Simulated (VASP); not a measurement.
Wanted: the native input for a VASP 6.6.1 run.

- Task: single point
- Functional: PBE
- Dispersion: D3(BJ)
- Potentials or basis: VASP PAW PBE potentials, release 64 (Cl)
- Cutoff: 520 eV
- k mesh: 1 × 1 × 1
- Occupations: fermi-dirac, width 0.05 eV
- Spin: no spin polarisation
- Dipole correction: no
- Further INCAR settings: LREAL = Auto; ALGO = Normal; EDIFF = 1e-06; NBANDS = 70

The structure of Cl lies in POSCAR:

```
Cl
1.0
    8.4343270000      0.0000000000      0.0000000000
    0.0000000000      8.4343270000      0.0000000000
    0.0000000000      0.0000000000      8.4343270000
Cl
16
Direct
    0.3795062476      0.2730203226      0.4227057893
    0.4454951217      0.2583880610      0.1917452166
    0.9657250130      0.2304257963      0.3316689224
    0.9786979249      0.3626961751      0.5325935413
    0.8238568048      0.8217744602      0.2887814928
    0.6907621679      0.7016680934      0.1320975634
    0.3581664332      0.3689949676      0.8167801617
    0.4827363482      0.5761012767      0.8103740185
    0.6801918429      0.1060430396      0.9296407680
    0.6272697840      0.0404986341      0.7069901405
    0.0943008905      0.9844852133      1.0425976457
    0.2256927193      1.0379657697      0.8505367088
    0.3395192887      0.6546655100      0.4134293633
    0.3497300751      0.8990014913      0.4236133873
    1.0193406589      0.5879891499      0.8048740259
    0.8636360794      0.7556995391      0.7345440545
```

The input as run:

INCAR

```
PREC = Accurate
ENCUT = 520
EDIFF = 1E-6
ISMEAR = -1
SIGMA = 0.05
LREAL = Auto
LASPH = True
NELM = 100
ALGO = Normal
ISIF = 2
LWAVE = False
LCHARG = True
GGA = PE
IVDW = 12
LELF = True
LVHAR = True
NBANDS = 70
```

KPOINTS

```
Automatic mesh
0
Gamma
  1 1 1
```

Potentials or basis: VASP PAW PBE potentials, release 64 (Cl).

The run is started by

```console
$ cat potpaw_PBE.64/Cl/POTCAR > POTCAR
$ mpirun -np 1 vasp_gam > vasp.out
```

It gave:

```json
{"Pressure": "-1.0 GPa", "Largest force": "0.336 eV/Å", "Band gap on the k mesh": "2.23 eV", "Dispersion energy per atom": "-0.110 eV"}
```

Caveat: the k points lie up to 0.74 Å⁻¹ apart.

It took 70 s on 1 thread of Intel(R) Xeon(R) Platinum 8375C CPU @ 2.90GHz (Ice Lake), on a shared host, peak memory 0.49 GiB.
